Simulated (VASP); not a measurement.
Input of a VASP 6.6.1 run:

INCAR

```
  ALGO = Normal
  EDIFF = 1E-6
  ENCUT = 520
  GGA = PE
  ISIF = 2
  ISMEAR = -1
  LASPH = T
  LCHARG = F
  LREAL = F
  LWAVE = F
  NBANDS = 11
  NELM = 100
  PREC = Accurate
  SIGMA = 0.08
```

The input KPOINTS:

```
k-points
0
Gamma
  17 17 17
```

Contents of POSCAR:

```
Pt
1.0
    0.0000000000      1.9855706853      1.9855706853
    1.9855706853      0.0000000000      1.9855706853
    1.9855706853      1.9855706853      0.0000000000
Pt
1
Direct
    0.0000000000      0.0000000000      0.0000000000
```

Potentials or basis: VASP PAW PBE potentials, release 64 (Pt).

Run with:

```sh
$ cat potpaw_PBE.64/Pt/POTCAR > POTCAR
$ mpirun -np 1 vasp_std > vasp.out
```

**Question.** Predict the band gap on the k mesh.

**Answer.** Zero (band 5 reaches 10.98 eV, above the bottom of band 6 at 8.94 eV).

**Question.** Estimate the pressure.

**Answer.** -0.5 GPa.

Caveat: spin-orbit coupling is left out, which moves the levels of the heavy elements.
